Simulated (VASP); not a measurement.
# PdO2F6 (P-1) in VASP: single point with PBE

Aim: the single point of PdO2F6 with PBE.

Everything below comes from runs of VASP 6.6.1. Logs are shortened: lines on timing, memory, paths and dates and some standing lists are left out, and cuts for length are marked.

## 1. The cell of the first run

The typed cell holds 9 atoms: a = 4.914 Å, b = 4.939 Å, c = 4.983 Å, α = 101.33°, β = 90.69°, γ = 102.07°.

## 2. Single point, PBE

INCAR

```
SYSTEM = PdO2F6
ALGO     = Normal         ! electronic algorithm
EDIFF    = 1E-7           ! SCF threshold, eV
ENCUT    = 520            ! plane-wave cutoff, eV
GGA      = PE             ! functional
ISIF     = 2              ! what is computed and relaxed
ISMEAR   = 0              ! smearing method
LASPH    = .True.         ! aspherical terms in the spheres
LCHARG   = .False.        ! write CHGCAR
LREAL    = .False.        ! projectors in reciprocal space
LWAVE    = .False.        ! write WAVECAR
NBANDS   = 42             ! bands
NELM     = 80             ! most SCF steps
PREC     = Accurate       ! precision mode
SIGMA    = 0.0397         ! smearing width, eV
```

KPOINTS

```
Automatic mesh
0
Gamma
  4 4 4
  0 0.5 0.5
```

POSCAR

```
PdO2F6
1.0
    4.9144580000      0.0000000000      0.0000000000
   -1.0329860000      4.8299740000      0.0000000000
   -0.0600900000     -1.0138960000      4.8781290000
F Pd O
6 1 2
Direct
    0.0836000000      0.7671000000      0.6794000000
    0.9164000000      0.2329000000      0.3206000000
    0.3057000000      0.9531000000      0.2026000000
    0.6943000000      0.0469000000      0.7974000000
    0.2282000000      0.3219000000      0.9101000000
    0.7718000000      0.6781000000      0.0899000000
    0.0000000000      0.0000000000      0.0000000000
    0.5392000000      0.4276000000      0.5536000000
    0.4608000000      0.5724000000      0.4464000000
```

Potentials or basis: VASP PAW PBE potentials, release 64 (F, Pd, O).

Launch:

```
$ cat potpaw_PBE.64/F/POTCAR potpaw_PBE.64/Pd/POTCAR potpaw_PBE.64/O/POTCAR > POTCAR
$ mpirun -np 1 vasp_std > vasp.out
```

OUTCAR:

```text
SYSTEM = PdO2F6
   EDIFF = 1E-7
   ENCUT = 520
   GGA = PE
   ISIF = 2
   ISMEAR = 0
   LASPH = .True.
   LREAL = .False.
   NELM = 80
   PREC = Accurate

 ion  position               nearest neighbor table
   1  0.084  0.767  0.679-   7 1.88
   2  0.916  0.233  0.321-   7 1.88
   3  0.306  0.953  0.203-   7 1.88
   4  0.694  0.047  0.797-   7 1.88
   5  0.228  0.322  0.910-   7 1.88
   6  0.772  0.678  0.090-   7 1.88
   7  0.000  0.000  0.000-   3 1.88   4 1.88   5 1.88   6 1.88   1 1.88   2 1.88
   8  0.539  0.428  0.554-   9 1.10
   9  0.461  0.572  0.446-   8 1.10

  LATTYP: Found a triclinic cell.
 ALAT       =     6.1963274387
 B/A-ratio  =     0.7931243222
 C/A-ratio  =     0.8041447321
 COS(alpha) =     0.0120596200
 COS(beta)  =     0.1661660415
 COS(gamma) =     0.6264149270

  Lattice vectors:

 A1 = (   3.8814720000,   4.8299740000,   0.0000000000)
 A2 = (   4.9144580000,   0.0000000000,   0.0000000000)
 A3 = (   0.0600900000,   1.0138960000,  -4.8781290000)

Analysis of symmetry for initial positions (statically):
=====================================================================
 Subroutine PRICEL returns:
 Original cell was already a primitive cell.

 Routine SETGRP: Setting up the symmetry group for a
 triclinic supercell.

 Subroutine GETGRP returns: Found  2 space group operations
 (whereof  2 operations were pure point group operations)
 out of a pool of  2 trial point group operations.

The static configuration has the point symmetry S_2 .

Analysis of symmetry for dynamics (positions and initial velocities):
=====================================================================
 Subroutine PRICEL returns:
 Original cell was already a primitive cell.

 Routine SETGRP: Setting up the symmetry group for a
 triclinic supercell.

 Subroutine GETGRP returns: Found  2 space group operations
 (whereof  2 operations were pure point group operations)
 out of a pool of  2 trial point group operations.

The dynamic configuration has the point symmetry S_2 .

 Subroutine INISYM returns: Found  2 space group operations
 (whereof  2 operations are pure point group operations),
 and found     1 'primitive' translations

[... 109 lines left out ...]
   LREAL  =      F    real-space projection
   EDIFFG = 0.1E-05   stopping-criterion for IOM
   NSW    =      0    number of steps for IOM
   IBRION =     -1    ionic relax: 0-MD 1-quasi-New 2-CG
   NFREE  =      0    steps in history (QN), initial steepest desc. (CG)
   ISIF   =      2    stress and relaxation
   ISYM   =      2    0-nonsym 1-usesym 2-fastsym
   POTIM  = 0.5000    time-step for ionic-motion
   TEBEG  =    0.0;   TEEND  =   0.0 temperature during run
   PSTRESS=    0.0 pullay stress
   NELECT =      64.0000    total number of electrons
   NUPDOWN=      -1.0000    fix difference up-down
   EMIN   =  10.00;   EMAX   =-10.00  energy-range for DOS
   EFERMI =   0.00;   METHOD = LEGACY
   ISMEAR =     0;   SIGMA  =   0.04  broadening in eV -4-tet -1-fermi 0-gaus
   EFERMI_NEDOS =   21; number of points for ismear=-14 and -15
   IALGO  =     38    algorithm
   IMIX   =      4    mixing-type and parameters
     AMIX     =   0.40;   BMIX     =  1.00
     AMIX_MAG =   1.60;   BMIX_MAG =  1.00
  volume/ion in A,a.u.               =      12.87        86.82
  Fermi-wavevector in a.u.,A,eV,Ry     =   1.343518  2.538881 24.559080  1.805041
  Thomas-Fermi vector in A             =   2.471586
   LORBIT       =      0    0 simple, 1 ext, 2 COOP (PROOUT), +10 PAW based schemes
   GGA     = PE    functional components
   LHFCALC =     F    Hartree Fock is set to
   AEXX    =    0.0000 exact exchange contribution
   IVDW    =     0    specifies the selected vdW correction
   LEPSILON=     F    determine dielectric tensor
   LRPA    =     F    only Hartree local field effects (RPA)
 non-spin polarized calculation
 Gauss-broadening in eV      SIGMA  =   0.04
  energy-cutoff  :      520.00
  volume of cell :      115.79
 maximum number of plane-waves:      3135
 NGX is ok and might be reduce to    40
   NGX = 19   NGY = 19   NGZ = 19

 number of electron      64.0000004 magnetization

 Free energy of the ion-electron system (eV)
  ---------------------------------------------------
  ext. energy  EPLUGINS =         0.00000000
  ---------------------------------------------------
  free energy    TOTEN  =       -32.08727552 eV

  energy without entropy =      -32.07769471  energy(sigma->0) =      -32.08248512

 E-fermi :  -1.4603     XC(G=0):  -9.2364

 val. band max:       -1.4656436192   @ k =   0.0000   0.3750   0.1250
 cond. band min:      -1.4528445883   @ k =  -0.2500   0.3750   0.3750
 fundamental gap:      0.0127990309
 Fermi energy:        -1.4602500774

 k-point     1 :       0.0000    0.1250    0.1250
  band No.  band energies     occupation
      1     -32.6884      2.00000
      2     -23.0067      2.00000
      3     -22.5964      2.00000
      4     -22.4440      2.00000
      5     -22.3888      2.00000
      6     -22.3568      2.00000
[... 1069 lines left out ...]
     41      12.4838      0.00000
     42      13.0499      0.00000

 [... further k-points ...]

------------------------ aborting loop because EDIFF is reached ----------------------------------------

  FORCE on cell =-STRESS in cart. coord.  units (eV):
  Direction    XX          YY          ZZ          XY          YZ          ZX
  --------------------------------------------------------------------------------------
  -------------------------------------------------------------------------------------
  Total        4.0790808      8.0024312      3.4378966     -3.7766820     -3.4436044      2.2424574
  in kB       56.4415840    110.7283505     47.5696217    -52.2573400    -47.6485994     31.0285217
  external PRESSURE =      71.5798521 kB  Pullay stress =       0.0000000 kB

 VOLUME and BASIS-vectors are now :
 -----------------------------------------------------------------------------
  energy-cutoff  :      520.00
  volume of cell :      115.79
      direct lattice vectors                 reciprocal lattice vectors
     4.914458000  0.000000000  0.000000000     0.203481238  0.043518510  0.011551648
    -1.032986000  4.829974000  0.000000000     0.000000000  0.207040452  0.043032377
    -0.060090000 -1.013896000  4.878129000     0.000000000  0.000000000  0.204996629

 POSITION                                       TOTAL-FORCE (eV/Angst)
 -----------------------------------------------------------------------------------
     -0.42238      3.01623      3.31420         0.189192     -0.246347     -0.491827
      4.24376      0.79985      1.56393        -0.189192      0.246347      0.491827
      0.50564      4.39803      0.98831         0.417642     -0.072080      0.228146
      3.31575     -0.58195      3.88982        -0.417642      0.072080     -0.228146
      0.73427      0.63202      4.43959         0.280159      0.562548     -0.120987
      3.08711      3.18406      0.43854        -0.280159     -0.562548      0.120987
      0.00000      0.00000      0.00000        -0.000000     -0.000000      0.000000
      2.17491      1.50400      2.70053         3.930786     -6.374405      3.783690
      1.64648      2.31207      2.17760        -3.930786      6.374405     -3.783690
 -----------------------------------------------------------------------------------
    total drift:                                0.000000      0.000000      0.000000

  FREE ENERGIE OF THE ION-ELECTRON SYSTEM (eV)
  ---------------------------------------------------
  free  energy   TOTEN  =       -32.0872755239 eV

  energy  without entropy=      -32.0776947131  energy(sigma->0) =      -32.08248512
```

stdout:

```text
POSCAR found type information on POSCAR F PdO
 POSCAR found :  3 types and       9 ions
 scaLAPACK will be used
 LDA part: xc-table for (Slater+PW92), standard interpolation
 POSCAR, INCAR and KPOINTS ok, starting setup
 FFT: planning ... GRIDC
 FFT: planning ... GRID_SOFT
 FFT: planning ... GRID
 WAVECAR not read
 entering main loop
```

Run time: 4.7 min. Hardware: 1 thread of Intel Xeon Platinum 8259CL at 2.50GHz (Skylake/Cascade Lake), shared host; peak memory 0.31 GiB.

Results:

| Property | Result |
| --- | --- |
| Free energy | -32.0873 eV |
| Pressure | 7.2 GPa |
| Largest force | 8.390 eV/Å |
| Band gap on the k mesh | 0.01 eV (least direct gap 0.02 eV) |

Forces on the atoms (eV/Å):
```
F    0.189 -0.246 -0.492
F   -0.189  0.246  0.492
F    0.418 -0.072  0.228
F   -0.418  0.072 -0.228
F    0.280  0.563 -0.121
F   -0.280 -0.563  0.121
Pd   0.000  0.000  0.000
O    3.931 -6.374  3.784
O   -3.931  6.374 -3.784
```

Stress tensor (GPa, compression positive):
```
 5.64 -5.23  3.10
-5.23 11.07 -4.76
 3.10 -4.76  4.76
```

Caveat: the standard files for N, O and F lose accuracy on very short bonds; the cell stands under pressure; a shifted mesh leaves out Γ, where band edges can lie; forces of over 1 eV/Å act on the atoms, so gaps and moduli don't describe the material at rest. A k mesh can miss the band edges.
